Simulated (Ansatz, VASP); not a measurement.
# Two plane-wave programs on Hf

```
Hf
1.0
     0.00000    2.08910    2.50692
     2.08910    0.00000    2.50692
     2.08910    2.08910    0.00000
Hf
1
Direct
  0.00000 0.00000 0.00000
```

Alike in both runs: task single point; functional PBEsol; k mesh 20 × 20 × 20; occupations gaussian, width 0.15 eV; no spin polarisation.

|  | VASP | Ansatz |
| --- | --- | --- |
| version | VASP 6.6.1 | Ansatz 0.2.0 |
| potentials or method | VASP PAW PBE potentials, release 64 (Hf_pv), cutoff 520 eV | scalar-relativistic, plane waves, PAW |
| valence electrons in the cell | 10 | 26 |

VASP gave:

- gap on the k mesh at the Fermi level (eV): none
- pressure (GPa): -2.3
- traceless stress, the component that is largest in VASP (GPa): -6.40

Problem. Estimate Ansatz's values.

Solution. gap on the k mesh at the Fermi level (eV): none; pressure (GPa): -1.9; traceless stress, the component that is largest in VASP (GPa): -6.37.

VASP's potentials were made for PBE, not for PBEsol. A gap of «none» marks a metal or a gap that the smearing closes. With one functional, cell and mesh, what is left measures potentials, basis and numerics. VASP's potentials hold 10 valence electrons a cell and Ansatz's 26, so a difference there can come from the potentials and not from the codes.

Spin-orbit coupling is off throughout.
